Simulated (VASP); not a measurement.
Here is a VASP 6.6.1 calculation.

Contents of INCAR:

```
SYSTEM = ScSi2O3
  PREC = Accurate
  ENCUT = 600
  EDIFF = 1E-7
  ISMEAR = 0
  SIGMA = 0.1
  LREAL = .FALSE.
  LASPH = .TRUE.
  NELM = 80
  ALGO = Normal
  ISIF = 3
  LWAVE = .FALSE.
  LCHARG = .FALSE.
  GGA = PE
  IBRION = 2
  NSW = 100
  EDIFFG = -0.01
```

Contents of KPOINTS:

```
Automatic mesh
0
G
  12 12 12
  0 0 0
```

POSCAR

```
ScSi2O3
1.0
    5.2534215800      0.0000000000      0.0000000000
   -2.6267107900      4.5495965400      0.0000000000
    0.0000000000      0.0000000000      3.0093999100
Sc Si O
1 2 3
Direct
    0.0000000000      0.0000000000      0.0000000000
    0.3333333300      0.6666666700      0.0000000000
    0.6666666700      0.3333333300      0.0000000000
    0.5000000000      0.0000000000      0.5000000000
    0.5000000000      0.5000000000      0.5000000000
    0.0000000000      0.5000000000      0.5000000000
```

Potentials or basis: VASP PAW PBE potentials, release 64 (Sc_sv, Si, O).

Launch:

```bash
$ cat potpaw_PBE.64/Sc_sv/POTCAR potpaw_PBE.64/Si/POTCAR potpaw_PBE.64/O/POTCAR > POTCAR
$ mpirun -np 1 vasp_std > vasp.out
```

What does it give for the relaxed volume?

11.79 Å³/atom.

Estimate the band gap on the k mesh.

zero (an odd number of electrons rules out a gap without spin polarisation).

The path:
```csv
step,energy change (eV),largest force (eV/Å),pressure (GPa),volume (Å³)
1,0.0000,0.0000,-2.22,71.93
2,-0.0100,0.0000,1.08,70.21
3,-0.0131,0.0000,-0.03,70.76
```

Caveat: an odd number of electrons without spin polarisation forces a metal; a magnetic or distorted state may lie lower.
